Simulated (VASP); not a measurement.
A run of VASP 6.6.1 is set up as follows.

File INCAR:

```
ALGO = Normal ; EDIFF = 1E-7
ENCUT = 520 ; GGA = PE
ISIF = 2 ; ISMEAR = -4
ISYM = 0 ; LASPH = True
LCHARG = True ; LELF = True
LREAL = False ; LVHAR = True
LWAVE = False ; NBANDS = 26
NELM = 60 ; PREC = Accurate
SIGMA = 0.1
```

Contents of KPOINTS:

```
k-points
0
Gamma
  6 6 6
```

POSCAR

```
NbP
1.0
   -0.0000001243      3.3419669906     -0.0009183568
    3.3420252578     -0.0000001243     -0.0010712161
    1.6728462180      1.6725554995     -5.7441215293
Nb P
2 2
Direct
   -0.0399768628     -0.0415181404      0.0821571505
    0.7095773989      0.2089357270      0.5821569642
    0.5429605123      0.5417515267     -0.0833240949
    0.2927940282      0.7918971851      0.4166834090
```

Potentials or basis: VASP PAW PBE potentials, release 64 (Nb_sv, P).

Launch:

```console
$ cat potpaw_PBE.64/Nb_sv/POTCAR potpaw_PBE.64/P/POTCAR > POTCAR
$ mpirun -np 1 vasp_std > vasp.out
```

Problem. What does it give for the pressure?

Solution. -0.4 GPa.

Problem. Estimate the band gap on the k mesh.

Solution. 0.08 eV, indirect (the least direct gap lies 2.3 meV higher).

Forces on the atoms (eV/Å):
```
Nb   0.004  0.000  0.003
Nb   0.001  0.004  0.003
P   -0.003 -0.002 -0.003
P   -0.002 -0.003 -0.003
```

A k mesh can miss the band edges.
